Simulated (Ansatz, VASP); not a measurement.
Two plane-wave programs on KRh

```
K Rh
1.0
     2.68331    0.00000    0.00000
     0.00000    2.68331    0.00000
     0.00000    0.00000    5.22388
K Rh
1 1
Direct
  0.00000 0.00000 0.00000
  0.50000 0.50000 0.50000
```

Alike in both runs: task electric field gradients; functional LDA; k mesh 9 × 9 × 7; occupations fermi-dirac, width 0.05 eV; no spin polarisation.

```csv
,VASP,Ansatz
version,VASP 6.6.1,Ansatz 0.2.0
potentials or method,"VASP PAW LDA potentials, release 64 (K_sv, Rh_pv)","PAW with Ansatz's default frozen-core files, scalar-relativistic"
plane-wave cutoff (eV),520,420
valence electrons in the cell,24,26
```

VASP gave:

| Property | Result |
| --- | --- |
| gap on the k mesh at the Fermi level (eV) | none |
| pressure (GPa) | 0.7 |
| traceless stress, the component that is largest in VASP (GPa) | -1.45 |

Task: Estimate Ansatz's values.

Result: gap on the k mesh at the Fermi level (eV): none; pressure (GPa): 0.1; traceless stress, the component that is largest in VASP (GPa): -1.25.

LDA's correlation is that of Perdew and Zunger in VASP and of Perdew and Wang (1992) in Ansatz. A gap of «none» marks a metal or a gap that the smearing closes. VASP's potentials hold 24 valence electrons a cell and Ansatz's 26, so a difference there can come from the potentials and not from the codes.
